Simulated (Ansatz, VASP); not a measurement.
**Al in VASP and in Ansatz**

```
CELL_PARAMETERS angstrom
-1.36087 1.36087 2.13085
1.36087 -1.36087 2.13085
1.36087 1.36087 -2.13085
ATOMIC_POSITIONS crystal
Al 0.00000 0.00000 0.00000
```

Alike in both runs: task single point; functional LDA; k mesh 22 × 22 × 22; occupations gaussian, width 0.15 eV; no spin polarisation.

```csv
,VASP,Ansatz
version,VASP 6.6.1,Ansatz 0.2.0
potentials or method,"VASP PAW LDA potentials, release 64 (Al), cutoff 520 eV","scalar-relativistic, plane waves, PAW"
valence electrons in the cell,3,3
```

Ansatz gave:

| Quantity | Value |
| --- | --- |
| gap on the k mesh at the Fermi level (eV) | none |
| pressure (GPa) | 0.9 |
| traceless stress, the component that is largest in VASP (GPa) | -4.35 |

Task: Estimate VASP's values.

Result: gap on the k mesh at the Fermi level (eV): none; pressure (GPa): 1.0; traceless stress, the component that is largest in VASP (GPa): -4.38.

LDA's correlation is that of Perdew and Zunger in VASP and of Perdew and Wang (1992) in Ansatz. A gap of «none» marks a metal or a gap that the smearing closes.
